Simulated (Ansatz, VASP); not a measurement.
**CaMg in VASP and in Ansatz**

```
Ca Mg
1.0
     4.18016    0.00000    0.00000
     0.00000    4.18016    0.00000
     0.00000    0.00000    3.63757
Ca Mg
1 1
Cartesian
  0.0000 0.0000 0.0000
  2.0901 2.0901 1.8188
```

Alike in both runs: task single point; functional LDA; k mesh 14 × 14 × 14; occupations gaussian, width 0.15 eV; no spin polarisation.

```csv
,VASP,Ansatz
version,VASP 6.6.1,Ansatz 0.2.0
potentials or method,"VASP PAW LDA potentials, release 64 (Ca_sv, Mg), cutoff 520 eV","scalar-relativistic, plane waves, PAW"
valence electrons in the cell,12,20
```

VASP gave:

```
gap on the k mesh at the Fermi level (eV)                     : none
pressure (GPa)                                                : -2.5
traceless stress, the component that is largest in VASP (GPa) : 1.51
```

**Question.** What did Ansatz give for the same quantities?

**Answer.** gap on the k mesh at the Fermi level (eV): none; pressure (GPa): -2.3; traceless stress, the component that is largest in VASP (GPa): 1.49.

LDA's correlation is that of Perdew and Zunger in VASP and of Perdew and Wang (1992) in Ansatz. A gap of «none» marks a metal or a gap that the smearing closes. VASP's potentials hold 12 valence electrons a cell and Ansatz's 20, so a difference there can come from the potentials and not from the codes.
